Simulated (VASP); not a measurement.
A run of VASP 6.6.1 is set up as follows.

File POSCAR:

```
GaP
1.0
    0.0000000000      2.7253992957      2.7253992957
    2.7253992957      0.0000000000      2.7253992957
    2.7253992957      2.7253992957      0.0000000000
Ga P
1 1
Direct
    0.0000000000      0.0000000000      0.0000000000
    0.2500000000      0.2500000000      0.2500000000
```

INCAR.step1

```
ALGO = Normal ; EDIFF = 1E-5
ENCUT = 550 ; GGA = PE
GGA_COMPAT = False ; ISMEAR = -5
LASPH = True ; LCHARG = False
LREAL = False ; LWAVE = True
NBANDS = 16 ; NELM = 120
PREC = Accurate ; SIGMA = 0.1
```

The input INCAR.step2:

```
ALGO = Normal ; EDIFF = 1E-6
ENCUT = 550 ; GGA_COMPAT = False
ISIF = 2 ; ISMEAR = -5
ISTART = 1 ; LASPH = True
LCHARG = False ; LMIXTAU = True
LREAL = False ; LWAVE = False
METAGGA = R2SCAN ; NBANDS = 16
NELM = 120 ; PREC = Accurate
SIGMA = 0.1
```

Contents of KPOINTS:

```
k-points
0
Gamma
  6 6 6
```

Potentials or basis: VASP PAW PBE potentials, release 64 (Ga_d, P).

Command:

```sh
$ cat potpaw_PBE.64/Ga_d/POTCAR potpaw_PBE.64/P/POTCAR > POTCAR
$ cp INCAR.step1 INCAR
$ mpirun -np 1 vasp_std > vasp.out
$ cp INCAR.step2 INCAR
$ mpirun -np 1 vasp_std > vasp.out
```

Predict the pressure.

0.0 GPa.

Estimate the band gap on the k mesh.

1.91 eV (least direct gap 2.34 eV).

Caveat: the PAW data sets were made with another functional, which shifts forces and pressure a little. A k mesh can miss the band edges.
